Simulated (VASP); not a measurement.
# BaAg2N2 (I4/mmm) in VASP: single point with PBE

Aim: the single point of BaAg2N2 with PBE.

Everything below comes from runs of VASP 6.6.1. Logs are shortened: lines on timing, memory, paths and dates and some standing lists are left out, and cuts for length are marked.

**1. The cell of the first run**

The structure is tetragonal, space group I4/mmm (No. 139). The conventional cell has a = 4.129 Å, b = 4.129 Å, c = 9.749 Å, α = 90.00°, β = 90.00°, γ = 90.00°. Ba (site symmetry 4/mmm) has 10 N at 3.13 to 3.75 Å and 8 Ag at 3.19 Å within 4.1 Å. Within 3.2 Å of Ag (site symmetry -4m2) lie 4 N at 2.44 Å and 4 Ag at 2.92 Å and 4 Ba at 3.19 Å. N (site symmetry 4mm) has 1 N at 2.26 Å and 4 Ag at 2.44 Å within 3.0 Å.

**2. Single point, PBE (As replaced by N, lengths x 0.922, strained)**

Contents of INCAR:

```
SYSTEM = BaAg2N2
PREC     = Accurate       ! precision mode
ENCUT    = 520            ! plane-wave cutoff, eV
EDIFF    = 1E-6           ! SCF threshold, eV
ISMEAR   = 0              ! smearing method
SIGMA    = 0.1            ! smearing width, eV
LREAL    = .FALSE.        ! projectors in reciprocal space
LASPH    = .TRUE.         ! aspherical terms in the spheres
NELM     = 100            ! most SCF steps
ALGO     = Normal         ! electronic algorithm
ISIF     = 2              ! what is computed and relaxed
LWAVE    = .FALSE.        ! write WAVECAR
LCHARG   = .TRUE.         ! write CHGCAR
GGA      = PE             ! functional
LELF     = .TRUE.         ! ELF
LVHAR    = .TRUE.       
NBANDS   = 29             ! bands
```

Contents of KPOINTS:

```
Automatic mesh
0
G
  6 6 6
  0 0 0
```

Contents of POSCAR:

```
BaAg2N2
1.0
   -2.0643856639      2.0643856639      4.8743274062
    2.0643856639     -2.0643856639      4.8743274062
    2.0643856639      2.0643856639     -4.8743274062
Ba Ag N
1 2 2
Direct
    0.0000000000      0.0000000000      0.0000000000
    0.7500000000      0.2500000000      0.5000000000
    0.2500000000      0.7500000000      0.5000000000
    0.3842000000      0.3842000000      0.0000000000
    0.6158000000      0.6158000000      0.0000000000
```

Potentials or basis: VASP PAW PBE potentials, release 64 (Ba_sv, Ag, N).

On the command line:

```console
> cat potpaw_PBE.64/Ba_sv/POTCAR potpaw_PBE.64/Ag/POTCAR potpaw_PBE.64/N/POTCAR > POTCAR
> mpirun -np 1 vasp_std > vasp.out
```

OUTCAR:

```text
SYSTEM = BaAg2N2
   PREC = Accurate
   ENCUT = 520
   EDIFF = 1E-6
   ISMEAR = 0
   LREAL = .FALSE.
   LASPH = .TRUE.
   NELM = 100
   ISIF = 2
   GGA = PE

 ion  position               nearest neighbor table
   1  0.000  0.000  0.000-   5 3.13   5 3.13   5 3.13   4 3.13   5 3.13   4 3.13   4 3.13   4 3.13
                             2 3.19   3 3.19   2 3.19   3 3.19   2 3.19   2 3.19   3 3.19   3 3.19
   2  0.750  0.250  0.500-   4 2.44   5 2.44   4 2.44   5 2.44   3 2.92   3 2.92   3 2.92   3 2.92
                             1 3.19   1 3.19   1 3.19   1 3.19
   3  0.250  0.750  0.500-   4 2.44   5 2.44   4 2.44   5 2.44   2 2.92   2 2.92   2 2.92   2 2.92
                             1 3.19   1 3.19   1 3.19   1 3.19
   4  0.384  0.384  0.000-   2 2.44   3 2.44   3 2.44   2 2.44   1 3.13   1 3.13   1 3.13   1 3.13

   5  0.616  0.616  0.000-   3 2.44   2 2.44   2 2.44   3 2.44   1 3.13   1 3.13   1 3.13   1 3.13

  LATTYP: Found a body centered tetragonal cell.
 ALAT       =     4.1287713278
 C/A-ratio  =     2.3611515481

  Lattice vectors:

 A1 = (  -2.0643856639,   2.0643856639,   4.8743274062)
 A2 = (   2.0643856639,  -2.0643856639,   4.8743274062)
 A3 = (   2.0643856639,   2.0643856639,  -4.8743274062)

Analysis of symmetry for initial positions (statically):
=====================================================================
 Subroutine PRICEL returns:
 Original cell was already a primitive cell.

 Routine SETGRP: Setting up the symmetry group for a
 body centered tetragonal supercell.

 Subroutine GETGRP returns: Found 16 space group operations
 (whereof 16 operations were pure point group operations)
 out of a pool of 16 trial point group operations.

The static configuration has the point symmetry D_4h.

Analysis of symmetry for dynamics (positions and initial velocities):
=====================================================================
 Subroutine PRICEL returns:
 Original cell was already a primitive cell.

 Routine SETGRP: Setting up the symmetry group for a
 body centered tetragonal supercell.

 Subroutine GETGRP returns: Found 16 space group operations
 (whereof 16 operations were pure point group operations)
 out of a pool of 16 trial point group operations.

The dynamic configuration has the point symmetry D_4h.

 Subroutine INISYM returns: Found 16 space group operations
 (whereof 16 operations are pure point group operations),
 and found     1 'primitive' translations

----------------------------------------------------------------------------------------

                                     Primitive cell

  volume of cell :      83.0915

  direct lattice vectors                    reciprocal lattice vectors
    -2.064385664  2.064385664  4.874327406     0.000000000  0.242202806  0.102578255
     2.064385664 -2.064385664  4.874327406     0.242202806  0.000000000  0.102578255
     2.064385664  2.064385664 -4.874327406     0.242202806  0.242202806  0.000000000

  length of vectors
     5.681764163  5.681764163  5.681764163     0.263029461  0.263029461  0.342526493

  position of ions in fractional coordinates (direct lattice)
     0.000000000  0.000000000  0.000000000
     0.750000000  0.250000000  0.500000000
     0.250000000  0.750000000  0.500000000
     0.384200000  0.384200000  0.000000000
     0.615800000  0.615800000  0.000000000

  ion indices of the primitive-cell ions
   primitive index   ion index
                 1           1
                 2           2
                 3           3
                 4           4
                 5           5

----------------------------------------------------------------------------------------

 KPOINTS: Automatic mesh

Automatic generation of k-mesh.
 Grid dimensions read from file:
 generate k-points for:    6    6    6

 Generating k-lattice:

  Cartesian coordinates                     Fractional coordinates (reciprocal lattice)
     0.000000000  0.040367134  0.017096376     0.166666667  0.000000000  0.000000000
     0.040367134  0.000000000  0.017096376     0.000000000  0.166666667  0.000000000
     0.040367134  0.040367134  0.000000000     0.000000000  0.000000000  0.166666667

  Length of vectors
     0.043838244  0.043838244  0.057087749

  Shift w.r.t. Gamma in fractional coordinates (k-lattice)
     0.000000000  0.000000000  0.000000000

 Subroutine IBZKPT returns following result:
 ===========================================

 Found     30 irreducible k-points:

 Following reciprocal coordinates:
            Coordinates               Weight
  0.000000  0.000000  0.000000      1.000000
  0.166667  0.000000  0.000000      8.000000
  0.333333  0.000000  0.000000      8.000000
  0.500000  0.000000  0.000000      4.000000
  0.166667  0.166667 -0.000000      8.000000
  0.333333  0.166667 -0.000000     16.000000
[... 16 lines left out ...]
 -0.333333 -0.333333  0.166667      8.000000
 -0.166667 -0.333333  0.166667      8.000000
 [... further k-points ...]
   k-points           NKPTS =     30   k-points in BZ     NKDIM =     30   number of bands    NBANDS=     29
   number of dos      NEDOS =    301   number of ions     NIONS =      5
   total plane-waves  NPLWV =  74088
   dimension x,y,z NGX =    42 NGY =   42 NGZ =   42
   dimension x,y,z NGXF=    84 NGYF=   84 NGZF=   84
   ions per type =               1   2   2
   NGX,Y,Z   is equivalent  to a cutoff of  12.29, 12.29, 12.29 a.u.
   NGXF,Y,Z  is equivalent  to a cutoff of  24.58, 24.58, 24.58 a.u.
 SYSTEM =  BaAg2N2
   PREC   = accura    normal or accurate (medium, high low for compatibility)
   ISTART =      0    job   : 0-new  1-cont  2-samecut
   ICHARG =      2    charge: 1-file 2-atom 10-const
   ISPIN  =      1    spin polarized calculation?
   LNONCOLLINEAR =      F non collinear calculations
   LSORBIT =      F    spin-orbit coupling
   LASPH  =      T    aspherical Exc in radial PAW
   ENCUT  =  520.0 eV  38.22 Ry    6.18 a.u.  10.56 10.56 10.56*2*pi/ulx,y,z
   NELM   =    100;   NELMIN=  2; NELMDL= -5     # of ELM steps
   EDIFF  = 0.1E-05   stopping-criterion for ELM
   LREAL  =      F    real-space projection
   EDIFFG = 0.1E-04   stopping-criterion for IOM
   NSW    =      0    number of steps for IOM
   IBRION =     -1    ionic relax: 0-MD 1-quasi-New 2-CG
   NFREE  =      0    steps in history (QN), initial steepest desc. (CG)
   ISIF   =      2    stress and relaxation
   ISYM   =      2    0-nonsym 1-usesym 2-fastsym
   POTIM  = 0.5000    time-step for ionic-motion
   TEBEG  =    0.0;   TEEND  =   0.0 temperature during run
   PSTRESS=    0.0 pullay stress
   NELECT =      42.0000    total number of electrons
   NUPDOWN=      -1.0000    fix difference up-down
   EMIN   =  10.00;   EMAX   =-10.00  energy-range for DOS
   EFERMI =   0.00;   METHOD = LEGACY
   ISMEAR =     0;   SIGMA  =   0.10  broadening in eV -4-tet -1-fermi 0-gaus
   EFERMI_NEDOS =   21; number of points for ismear=-14 and -15
   IALGO  =     38    algorithm
   IMIX   =      4    mixing-type and parameters
     AMIX     =   0.40;   BMIX     =  1.00
     AMIX_MAG =   1.60;   BMIX_MAG =  1.00
  volume/ion in A,a.u.               =      16.62       112.15
  Fermi-wavevector in a.u.,A,eV,Ry     =   1.304085  2.464363 23.138571  1.700637
  Thomas-Fermi vector in A             =   2.435044
   LORBIT       =      0    0 simple, 1 ext, 2 COOP (PROOUT), +10 PAW based schemes
   GGA     = PE    functional components
   LHFCALC =     F    Hartree Fock is set to
   AEXX    =    0.0000 exact exchange contribution
   IVDW    =     0    specifies the selected vdW correction
   LEPSILON=     F    determine dielectric tensor
   LRPA    =     F    only Hartree local field effects (RPA)
 non-spin polarized calculation
 Gauss-broadening in eV      SIGMA  =   0.10
  energy-cutoff  :      520.00
  volume of cell :       83.09
 maximum number of plane-waves:      2259
   NGX = 21   NGY = 21   NGZ = 21

 number of electron      42.0000000 magnetization

 Free energy of the ion-electron system (eV)
  ---------------------------------------------------
  ext. energy  EPLUGINS =         0.00000000
  ---------------------------------------------------
  free energy    TOTEN  =       -20.22416689 eV

  energy without entropy =      -20.21156566  energy(sigma->0) =      -20.21786628

 E-fermi :   5.6009     XC(G=0): -11.1179

 val. band max:        5.5921429594   @ k =   0.5000   0.0000   0.0000
 cond. band min:       5.6069137042   @ k =   0.3333   0.3333   0.0000
 fundamental gap:      0.0147707448
 Fermi energy:         5.6009029179

 k-point     1 :       0.0000    0.0000    0.0000
  band No.  band energies     occupation
      1     -21.6266      2.00000
      2      -8.1808      2.00000
      3      -7.4765      2.00000
      4      -6.7147      2.00000
      5      -6.7147      2.00000
      6      -6.4914      2.00000
[... 21 lines left out ...]
     28      11.2839      0.00000
     29      11.5582      0.00000

 k-point     2 :       0.1667    0.0000    0.0000
  band No.  band energies     occupation
      1     -21.6147      2.00000
      2      -8.3555      2.00000
      3      -7.4398      2.00000
      4      -6.6875      2.00000
      5      -6.5702      2.00000
      6      -6.5262      2.00000
[... 21 lines left out ...]
     28      11.7587      0.00000
     29      11.7858      0.00000

 k-point     3 :       0.3333    0.0000    0.0000
  band No.  band energies     occupation
      1     -21.5907      2.00000
      2      -8.6124      2.00000
      3      -7.3430      2.00000
      4      -6.7121      2.00000
      5      -6.6322      2.00000
      6      -6.3104      2.00000
[... 21 lines left out ...]
     28      12.0951      0.00000
     29      12.2181      0.00000

 k-point     4 :       0.5000    0.0000    0.0000
  band No.  band energies     occupation
      1     -21.5786      2.00000
      2      -8.7175      2.00000
      3      -7.2173      2.00000
      4      -6.8873      2.00000
      5      -6.6042      2.00000
      6      -6.2150      2.00000
[... 21 lines left out ...]
     28      12.4231      0.00000
     29      12.6971      0.00000

 k-point     5 :       0.1667    0.1667   -0.0000
  band No.  band energies     occupation
      1     -21.6025      2.00000
      2      -8.4044      2.00000
      3      -7.4673      2.00000
      4      -6.8323      2.00000
      5      -6.5487      2.00000
      6      -6.3764      2.00000
[... 21 lines left out ...]
     28      11.7443      0.00000
     29      12.3867      0.00000
[... 510 lines left out ...]
     28      11.7648      0.00000
     29      12.3736      0.00000

 k-point    22 :      -0.1667    0.5000    0.1667
  band No.  band energies     occupation
      1     -21.5887      2.00000
      2      -8.5595      2.00000
      3      -7.5885      2.00000
      4      -6.6241      2.00000
      5      -6.5536      2.00000
      6      -6.3119      2.00000
[... 21 lines left out ...]
     28      11.9007      0.00000
     29      12.0478      0.00000

 k-point    23 :      -0.3333   -0.3333    0.1667
  band No.  band energies     occupation
      1     -21.5995      2.00000
      2      -8.3312      2.00000
      3      -7.7458      2.00000
      4      -6.8334      2.00000
      5      -6.4384      2.00000
      6      -6.3027      2.00000
[... 21 lines left out ...]
     28      11.3810      0.00000
     29      12.1407      0.00000

 k-point    24 :      -0.1667   -0.3333    0.1667
  band No.  band energies     occupation
      1     -21.6116      2.00000
      2      -8.3398      2.00000
      3      -7.6569      2.00000
      4      -6.6752      2.00000
      5      -6.5626      2.00000
      6      -6.3510      2.00000
[... 21 lines left out ...]
     28      11.2590      0.00000
     29      11.7282      0.00000

 [... further k-points ...]
[... 5 lines left out ...]
  --------------------------------------------------------------------------------------
  -------------------------------------------------------------------------------------
  Total       -0.3045576     -0.3045576      3.5513715      0.0000000     -0.0000000      0.0000000
  in kB       -5.8725087     -5.8725087     68.4778838      0.0000000     -0.0000000      0.0000000
  external PRESSURE =      18.9109554 kB  Pullay stress =       0.0000000 kB

 VOLUME and BASIS-vectors are now :
 -----------------------------------------------------------------------------
  energy-cutoff  :      520.00
  volume of cell :       83.09
      direct lattice vectors                 reciprocal lattice vectors
    -2.064385664  2.064385664  4.874327406     0.000000000  0.242202806  0.102578255
     2.064385664 -2.064385664  4.874327406     0.242202806  0.000000000  0.102578255
     2.064385664  2.064385664 -4.874327406     0.242202806  0.242202806  0.000000000

 POSITION                                       TOTAL-FORCE (eV/Angst)
 -----------------------------------------------------------------------------------
      0.00000      0.00000      0.00000        -0.000000     -0.000000     -0.000000
     -0.00000      2.06439      2.43716        -0.000000     -0.000000      0.000000
      2.06439     -0.00000      2.43716        -0.000000     -0.000000     -0.000000
      0.00000      0.00000      3.74543         0.000000      0.000000      0.523828
      0.00000      0.00000      6.00322         0.000000      0.000000     -0.523828
 -----------------------------------------------------------------------------------
    total drift:                               -0.000000     -0.000000      0.000000

  FREE ENERGIE OF THE ION-ELECTRON SYSTEM (eV)
  ---------------------------------------------------
  free  energy   TOTEN  =       -20.2241668916 eV

  energy  without entropy=      -20.2115656607  energy(sigma->0) =      -20.21786628
```

It took 52 s on 1 thread of Intel Xeon 6975P-C (Granite Rapids), shared host; peak memory 0.3 GiB.

What came out:

```
Free energy            : -20.2242 eV
Pressure               : 1.9 GPa
Largest force          : 0.524 eV/Å
Band gap on the k mesh : zero (band 21 reaches 5.95 eV, above the bottom of band 22 at 5.19 eV)
```

Forces in eV/Å, atoms in the order of the input:
```
Ba   0.000  0.000  0.000
Ag   0.000  0.000  0.000
Ag   0.000  0.000  0.000
N    0.000  0.000  0.524
N    0.000  0.000 -0.524
```

Caveat: the cell differs from its parent crystal (As replaced by N, lengths x 0.922, strained); spin-orbit coupling is left out, which moves the levels of the heavy elements.
